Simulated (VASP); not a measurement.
# Zn (P6_3/mmc) in VASP: a series of runs

Zn is run at these levels: PBEsol; tasks: electric field gradients.

All numbers are computed with VASP 6.6.1; they aren't measurements. Logs are shortened: lines on timing, memory, paths and dates and some standing lists are left out, and cuts for length are marked.

### 1 The cell of the first run

Symmetry: P6_3/mmc, No. 194, hexagonal system. The conventional cell has a = 2.674 Å, b = 2.674 Å, c = 4.963 Å, α = 90.00°, β = 90.00°, γ = 120.00°. Within 3.5 Å of Zn (site symmetry -6m2) lie 12 Zn at 2.67 to 2.92 Å.

### 2 Electric field gradients, PBEsol (volume scaled by 1.01)

The input, INCAR:

```
  ALGO = Normal
  EDIFF = 1E-8
  ENCUT = 520
  GGA = PS
  ISIF = 2
  ISMEAR = -1
  LASPH = True
  LCHARG = False
  LEFG = True
  LREAL = False
  LWAVE = False
  NBANDS = 19
  NELM = 60
  PREC = Accurate
  SIGMA = 0.03
```

The input, KPOINTS:

```
k-points
0
Gamma
  16 16 8
```

The input, POSCAR:

```
Zn
1.0
    2.6736512679      0.0000000000      0.0000000000
   -1.3368256340      2.3154499188      0.0000000000
    0.0000000000      0.0000000000      4.9631343400
Zn
2
Direct
    0.3333333333      0.6666666667      0.2500000000
    0.6666666667      0.3333333333      0.7500000000
```

Potentials or basis: VASP PAW PBE potentials, release 64 (Zn).

On the command line:

```bash
> cat potpaw_PBE.64/Zn/POTCAR > POTCAR
> mpirun -np 1 vasp_std > vasp.out
```

OUTCAR:

```text
EDIFF = 1E-8
   ENCUT = 520
   GGA = PS
   ISIF = 2
   ISMEAR = -1
   LASPH = True
   LREAL = False
   NELM = 60
   PREC = Accurate

 ion  position               nearest neighbor table
   1  0.333  0.667  0.250-   2 2.92   2 2.92   2 2.92   2 2.92   2 2.92   2 2.92
   2  0.667  0.333  0.750-   1 2.92   1 2.92   1 2.92   1 2.92   1 2.92   1 2.92

  LATTYP: Found a hexagonal cell.
 ALAT       =     2.6736512679
 C/A-ratio  =     1.8563132745

  Lattice vectors:

 A1 = (   2.6736512679,   0.0000000000,   0.0000000000)
 A2 = (  -1.3368256340,   2.3154499188,   0.0000000000)
 A3 = (   0.0000000000,   0.0000000000,   4.9631343400)

Analysis of symmetry for initial positions (statically):
=====================================================================
 Subroutine PRICEL returns:
 Original cell was already a primitive cell.

 Routine SETGRP: Setting up the symmetry group for a
 hexagonal supercell.

 Subroutine GETGRP returns: Found 24 space group operations
 (whereof 12 operations were pure point group operations)
 out of a pool of 24 trial point group operations.

The static configuration has the point symmetry D_3d.
 The point group associated with its full space group is D_6h.

Analysis of symmetry for dynamics (positions and initial velocities):
=====================================================================
 Subroutine PRICEL returns:
 Original cell was already a primitive cell.

 Routine SETGRP: Setting up the symmetry group for a
 hexagonal supercell.

 Subroutine GETGRP returns: Found 24 space group operations
 (whereof 12 operations were pure point group operations)
 out of a pool of 24 trial point group operations.

The dynamic configuration has the point symmetry D_3d.
 The point group associated with its full space group is D_6h.

 Subroutine INISYM returns: Found 24 space group operations
 (whereof 12 operations are pure point group operations),
 and found     1 'primitive' translations

----------------------------------------------------------------------------------------

                                     Primitive cell

  volume of cell :      30.7253

  direct lattice vectors                    reciprocal lattice vectors
     2.673651268  0.000000000  0.000000000     0.374020356  0.215940753  0.000000000
    -1.336825634  2.315449919  0.000000000     0.000000000  0.431881507  0.000000000
     0.000000000  0.000000000  4.963134340     0.000000000  0.000000000  0.201485580

  length of vectors
     2.673651268  2.673651268  4.963134340     0.431881507  0.431881507  0.201485580

  position of ions in fractional coordinates (direct lattice)
     0.333333333  0.666666667  0.250000000
     0.666666667  0.333333333  0.750000000

  ion indices of the primitive-cell ions
   primitive index   ion index
                 1           1
                 2           2

----------------------------------------------------------------------------------------

 KPOINTS: k-points

Automatic generation of k-mesh.
 Grid dimensions read from file:
 generate k-points for:   16   16    8

 Generating k-lattice:

  Cartesian coordinates                     Fractional coordinates (reciprocal lattice)
     0.023376272  0.013496297  0.000000000     0.062500000  0.000000000  0.000000000
     0.000000000  0.026992594  0.000000000     0.000000000  0.062500000  0.000000000
     0.000000000  0.000000000  0.025185697     0.000000000  0.000000000  0.125000000

  Length of vectors
     0.026992594  0.026992594  0.025185697

  Shift w.r.t. Gamma in fractional coordinates (k-lattice)
     0.000000000  0.000000000  0.000000000

 Subroutine IBZKPT returns following result:
 ===========================================

 Found    150 irreducible k-points:

 Following reciprocal coordinates:
            Coordinates               Weight
  0.000000  0.000000  0.000000      1.000000
  0.062500  0.000000  0.000000      6.000000
  0.125000  0.000000  0.000000      6.000000
  0.187500  0.000000  0.000000      6.000000
  0.250000  0.000000  0.000000      6.000000
  0.312500  0.000000  0.000000      6.000000
[... 16 lines left out ...]
  0.187500  0.187500  0.000000      6.000000
  0.250000  0.187500  0.000000     12.000000
 [... further k-points ...]
   k-points           NKPTS =    150   k-points in BZ     NKDIM =    150   number of bands    NBANDS=     19
   number of dos      NEDOS =    301   number of ions     NIONS =      2
   total plane-waves  NPLWV =  16000
   dimension x,y,z NGX =    20 NGY =   20 NGZ =   40
   dimension x,y,z NGXF=    40 NGYF=   40 NGZF=   80
   ions per type =               2
   NGX,Y,Z   is equivalent  to a cutoff of  12.44, 12.44, 13.40 a.u.
   NGXF,Y,Z  is equivalent  to a cutoff of  24.87, 24.87, 26.80 a.u.
 SYSTEM =  unknown system
   PREC   = accura    normal or accurate (medium, high low for compatibility)
   ISTART =      0    job   : 0-new  1-cont  2-samecut
   ICHARG =      2    charge: 1-file 2-atom 10-const
   ISPIN  =      1    spin polarized calculation?
   LNONCOLLINEAR =      F non collinear calculations
   LSORBIT =      F    spin-orbit coupling
   LASPH  =      T    aspherical Exc in radial PAW
   ENCUT  =  520.0 eV  38.22 Ry    6.18 a.u.   4.97  4.97  9.23*2*pi/ulx,y,z
   NELM   =     60;   NELMIN=  2; NELMDL= -5     # of ELM steps
   EDIFF  = 0.1E-07   stopping-criterion for ELM
   LREAL  =      F    real-space projection
   EDIFFG = 0.1E-06   stopping-criterion for IOM
   NSW    =      0    number of steps for IOM
   IBRION =     -1    ionic relax: 0-MD 1-quasi-New 2-CG
   NFREE  =      0    steps in history (QN), initial steepest desc. (CG)
   ISIF   =      2    stress and relaxation
   ISYM   =      2    0-nonsym 1-usesym 2-fastsym
   POTIM  = 0.5000    time-step for ionic-motion
   TEBEG  =    0.0;   TEEND  =   0.0 temperature during run
   PSTRESS=    0.0 pullay stress
   NELECT =      24.0000    total number of electrons
   NUPDOWN=      -1.0000    fix difference up-down
   EMIN   =  10.00;   EMAX   =-10.00  energy-range for DOS
   EFERMI =   0.00;   METHOD = LEGACY
   ISMEAR =    -1;   SIGMA  =   0.03  broadening in eV -4-tet -1-fermi 0-gaus
   EFERMI_NEDOS =   21; number of points for ismear=-14 and -15
   IALGO  =     38    algorithm
   IMIX   =      4    mixing-type and parameters
     AMIX     =   0.40;   BMIX     =  1.00
     AMIX_MAG =   1.60;   BMIX_MAG =  1.00
  volume/ion in A,a.u.               =      15.36       103.67
  Fermi-wavevector in a.u.,A,eV,Ry     =   1.507694  2.849128 30.927960  2.273141
  Thomas-Fermi vector in A             =   2.618246
   LORBIT       =      0    0 simple, 1 ext, 2 COOP (PROOUT), +10 PAW based schemes
   GGA     = PS    functional components
   LHFCALC =     F    Hartree Fock is set to
   AEXX    =    0.0000 exact exchange contribution
   IVDW    =     0    specifies the selected vdW correction
   LEPSILON=     F    determine dielectric tensor
   LRPA    =     F    only Hartree local field effects (RPA)
 non-spin polarized calculation
  energy-cutoff  :      520.00
  volume of cell :       30.73
 maximum number of plane-waves:       851
 NGX is ok and might be reduce to    20
   NGX =  9   NGY =  9   NGZ = 19

 number of electron      24.0000009 magnetization

 Free energy of the ion-electron system (eV)
  ---------------------------------------------------
  ext. energy  EPLUGINS =         0.00000000
  ---------------------------------------------------
  free energy    TOTEN  =        -3.13989408 eV

  energy without entropy =       -3.13938275  energy(sigma->0) =       -3.13963842

 E-fermi :   2.9236     XC(G=0): -11.6483

 val. band max:        2.8515774466   @ k =   0.3750   0.2500   0.5000
 cond. band min:       2.9522650991   @ k =   0.5000   0.0000   0.5000
 fundamental gap:      0.1006876524
 Fermi energy:         2.9235520990

 k-point     1 :       0.0000    0.0000    0.0000
  band No.  band energies     occupation
      1      -7.4684      2.00000
      2      -5.6736      2.00000
      3      -4.9824      2.00000
      4      -4.7564      2.00000
      5      -4.7564      2.00000
      6      -4.7071      2.00000
[... 11 lines left out ...]
     18      21.7812      0.00000
     19      21.7819      0.00000
[... 485 lines left out ...]
 k-point    24 :       0.2500    0.1875    0.0000
  band No.  band energies     occupation
      1      -5.1322      2.00000
      2      -5.0832      2.00000
      3      -5.0687      2.00000
      4      -4.7759      2.00000
      5      -4.7586      2.00000
      6      -4.7051      2.00000
[... 11 lines left out ...]
     18      13.8268      0.00000
     19      15.2703      0.00000

 [... further k-points ...]

------------------------ aborting loop because EDIFF is reached ----------------------------------------

  FORCE on cell =-STRESS in cart. coord.  units (eV):
  Direction    XX          YY          ZZ          XY          YZ          ZX
  --------------------------------------------------------------------------------------
  -------------------------------------------------------------------------------------
  Total       -1.1484805     -1.1484805     -1.0254422      0.0000000     -0.0000000      0.0000000
  in kB      -59.8877565    -59.8877565    -53.4718940      0.0000000     -0.0000000      0.0000000
  external PRESSURE =     -57.7491357 kB  Pullay stress =       0.0000000 kB

 VOLUME and BASIS-vectors are now :
 -----------------------------------------------------------------------------
  energy-cutoff  :      520.00
  volume of cell :       30.73
      direct lattice vectors                 reciprocal lattice vectors
     2.673651268  0.000000000  0.000000000     0.374020356  0.215940753  0.000000000
    -1.336825634  2.315449919  0.000000000     0.000000000  0.431881507  0.000000000
     0.000000000  0.000000000  4.963134340     0.000000000  0.000000000  0.201485580

 POSITION                                       TOTAL-FORCE (eV/Angst)
 -----------------------------------------------------------------------------------
     -0.00000      1.54363      1.24078        -0.000000      0.000000      0.000000
      1.33683      0.77182      3.72235         0.000000     -0.000000      0.000000
 -----------------------------------------------------------------------------------
    total drift:                               -0.000000      0.000000      0.000000

  FREE ENERGIE OF THE ION-ELECTRON SYSTEM (eV)
  ---------------------------------------------------
  free  energy   TOTEN  =        -3.1398940806 eV

  energy  without entropy=       -3.1393827535  energy(sigma->0) =       -3.13963842

 Electric field gradients (V/A^2)
---------------------------------------------------------------------
 ion       V_xx      V_yy      V_zz      V_xy      V_xz      V_yz
---------------------------------------------------------------------
   1     -18.525   -18.518    37.044     0.006     0.000    -0.000
   2     -18.525   -18.518    37.044     0.006    -0.000     0.000
---------------------------------------------------------------------

 Electric field gradients after diagonalization (V/A^2)
 (convention: |V_zz| > |V_xx| > |V_yy|)
----------------------------------------------------------------------
 ion       V_xx      V_yy      V_zz     asymmetry (V_yy - V_xx)/ V_zz
----------------------------------------------------------------------
   1     -18.529   -18.515    37.044       0.000
   2     -18.529   -18.515    37.044       0.000
----------------------------------------------------------------------

           NMR quadrupolar parameters

 Cq : quadrupolar parameter    Cq=e*Q*V_zz/h
 eta: asymmetry parameters     (V_yy - V_xx)/ V_zz
 Q  : nuclear electric quadrupole moment in mb (millibarn)
----------------------------------------------------------------------
 ion       Cq(MHz)       eta       Q (mb)
----------------------------------------------------------------------
   1       0.090       0.000       1.000
   2       0.090       0.000       1.000
----------------------------------------------------------------------
```

It took 36 s on 1 thread of AMD EPYC 9R45 (Zen 5), shared host; peak memory 0.16 GiB.

What came out:

* Free energy: -3.1399 eV
* Pressure: -5.8 GPa
* Band gap on the k mesh: zero (band 12 reaches 4.12 eV, above the bottom of band 13 at -0.18 eV)

Levels at points of the mesh, in eV from the Fermi level:
| k point | band 9 | band 10 | band 11 | band 12 | band 13 | band 14 | band 15 | band 16 |
| --- | --- | --- | --- | --- | --- | --- | --- | --- |
| (0.00, 0.00, 0.00) | -7.31 | -7.10 | -7.10 | -3.65 | -3.10 | 13.46 | 17.08 | 17.20 |
| (0.50, 0.00, 0.00) | -6.93 | -6.91 | -2.88 | -2.22 | 2.53 | 3.46 | 3.96 | 5.62 |
| (0.00, 0.00, 0.50) | -7.19 | -7.19 | -7.19 | -7.19 | 4.49 | 4.49 | 18.48 | 18.48 |
| (0.50, 0.00, 0.50) | -6.92 | -6.92 | -1.90 | -1.90 | 0.03 | 0.03 | 9.99 | 9.99 |

Electric field gradients, principal values (V/Å²):
```csv
atom,least,middle,greatest (by size)
1 Zn,-18.515,-18.529,37.044
2 Zn,-18.515,-18.529,37.044
```

Caveat: without QUAD_EFG the Cq values of the log hold for a quadrupole moment of 1 mb, not for the nuclei; the PAW data sets were made with another functional, which shifts forces and pressure a little.

### 3 Electric field gradients, PBEsol (volume scaled by 1.01)

The input, INCAR:

```
SYSTEM = Zn
PREC = Accurate
ENCUT = 520
EDIFF = 1E-8
ISMEAR = -1
SIGMA = 0.03
LREAL = .False.
LASPH = .True.
NELM = 60
ALGO = Normal
ISIF = 2
LWAVE = .False.
LCHARG = .False.
GGA = PS
LEFG = .True.
NBANDS = 19
```

The input, KPOINTS:

```
Automatic mesh
0
Gamma
  16 16 8
  0 0 0
```

POSCAR is that of step 2.

Potentials or basis: VASP PAW PBE potentials, release 64 (Zn).

On the command line:

```bash
> cat potpaw_PBE.64/Zn/POTCAR > POTCAR
> mpirun -np 1 vasp_std > vasp.out
```

OUTCAR:

```text
SYSTEM = Zn
   PREC = Accurate
   ENCUT = 520
   EDIFF = 1E-8
   ISMEAR = -1
   LREAL = .False.
   LASPH = .True.
   NELM = 60
   ISIF = 2
   GGA = PS

 ion  position               nearest neighbor table
   1  0.333  0.667  0.250-   2 2.92   2 2.92   2 2.92   2 2.92   2 2.92   2 2.92
   2  0.667  0.333  0.750-   1 2.92   1 2.92   1 2.92   1 2.92   1 2.92   1 2.92

  LATTYP: Found a hexagonal cell.
 ALAT       =     2.6736512679
 C/A-ratio  =     1.8563132745

  Lattice vectors:

 A1 = (   2.6736512679,   0.0000000000,   0.0000000000)
 A2 = (  -1.3368256340,   2.3154499188,   0.0000000000)
 A3 = (   0.0000000000,   0.0000000000,   4.9631343400)

Analysis of symmetry for initial positions (statically):
=====================================================================
 Subroutine PRICEL returns:
 Original cell was already a primitive cell.

 Routine SETGRP: Setting up the symmetry group for a
 hexagonal supercell.

 Subroutine GETGRP returns: Found 24 space group operations
 (whereof 12 operations were pure point group operations)
 out of a pool of 24 trial point group operations.

The static configuration has the point symmetry D_3d.
 The point group associated with its full space group is D_6h.

Analysis of symmetry for dynamics (positions and initial velocities):
=====================================================================
 Subroutine PRICEL returns:
 Original cell was already a primitive cell.

 Routine SETGRP: Setting up the symmetry group for a
 hexagonal supercell.

 Subroutine GETGRP returns: Found 24 space group operations
 (whereof 12 operations were pure point group operations)
[... 159 lines left out ...]
  band No.  band energies     occupation
      1      -7.4684      2.00000
      2      -5.6736      2.00000
      3      -4.9824      2.00000
      4      -4.7564      2.00000
      5      -4.7564      2.00000
      6      -4.7071      2.00000
[... 505 lines left out ...]
      6      -4.7051      2.00000
[... 11 lines left out ...]
     18      13.8268      0.00000
     19      15.2703      0.00000

 [... further k-points ...]

------------------------ aborting loop because EDIFF is reached ----------------------------------------

  FORCE on cell =-STRESS in cart. coord.  units (eV):
  Direction    XX          YY          ZZ          XY          YZ          ZX
  --------------------------------------------------------------------------------------
  -------------------------------------------------------------------------------------
  Total       -1.1484805     -1.1484805     -1.0254422      0.0000000     -0.0000000      0.0000000
  in kB      -59.8877565    -59.8877565    -53.4718940      0.0000000     -0.0000000      0.0000000
  external PRESSURE =     -57.7491357 kB  Pullay stress =       0.0000000 kB

 VOLUME and BASIS-vectors are now :
 -----------------------------------------------------------------------------
  energy-cutoff  :      520.00
  volume of cell :       30.73
      direct lattice vectors                 reciprocal lattice vectors
     2.673651268  0.000000000  0.000000000     0.374020356  0.215940753  0.000000000
    -1.336825634  2.315449919  0.000000000     0.000000000  0.431881507  0.000000000
     0.000000000  0.000000000  4.963134340     0.000000000  0.000000000  0.201485580

 POSITION                                       TOTAL-FORCE (eV/Angst)
 -----------------------------------------------------------------------------------
     -0.00000      1.54363      1.24078        -0.000000      0.000000      0.000000
      1.33683      0.77182      3.72235         0.000000     -0.000000      0.000000
 -----------------------------------------------------------------------------------
    total drift:                               -0.000000      0.000000      0.000000

  FREE ENERGIE OF THE ION-ELECTRON SYSTEM (eV)
  ---------------------------------------------------
  free  energy   TOTEN  =        -3.1398940806 eV

  energy  without entropy=       -3.1393827535  energy(sigma->0) =       -3.13963842

 Electric field gradients (V/A^2)
---------------------------------------------------------------------
 ion       V_xx      V_yy      V_zz      V_xy      V_xz      V_yz
---------------------------------------------------------------------
   1     -18.525   -18.518    37.044     0.006     0.000    -0.000
   2     -18.525   -18.518    37.044     0.006    -0.000     0.000
---------------------------------------------------------------------

 Electric field gradients after diagonalization (V/A^2)
 (convention: |V_zz| > |V_xx| > |V_yy|)
----------------------------------------------------------------------
 ion       V_xx      V_yy      V_zz     asymmetry (V_yy - V_xx)/ V_zz
----------------------------------------------------------------------
   1     -18.529   -18.515    37.044       0.000
   2     -18.529   -18.515    37.044       0.000
----------------------------------------------------------------------

           NMR quadrupolar parameters

 Cq : quadrupolar parameter    Cq=e*Q*V_zz/h
 eta: asymmetry parameters     (V_yy - V_xx)/ V_zz
 Q  : nuclear electric quadrupole moment in mb (millibarn)
----------------------------------------------------------------------
 ion       Cq(MHz)       eta       Q (mb)
----------------------------------------------------------------------
   1       0.090       0.000       1.000
   2       0.090       0.000       1.000
----------------------------------------------------------------------
```

Run time: 36 s. Hardware: 1 thread of AMD EPYC 9R45 (Zen 5), shared host; peak memory 0.16 GiB.

What came out:

- Free energy: -3.1399 eV
- Pressure: -5.8 GPa
- Band gap on the k mesh: zero (band 12 reaches 4.12 eV, above the bottom of band 13 at -0.18 eV)

Electric field gradients, principal values (V/Å²):
| atom | least | middle | greatest (by size) |
| --- | --- | --- | --- |
| 1 Zn | -18.515 | -18.529 | 37.044 |
| 2 Zn | -18.515 | -18.529 | 37.044 |

Caveat: without QUAD_EFG the Cq values of the log hold for a quadrupole moment of 1 mb, not for the nuclei; the PAW data sets were made with another functional, which shifts forces and pressure a little.

(Part 1 of 2 ends here.)
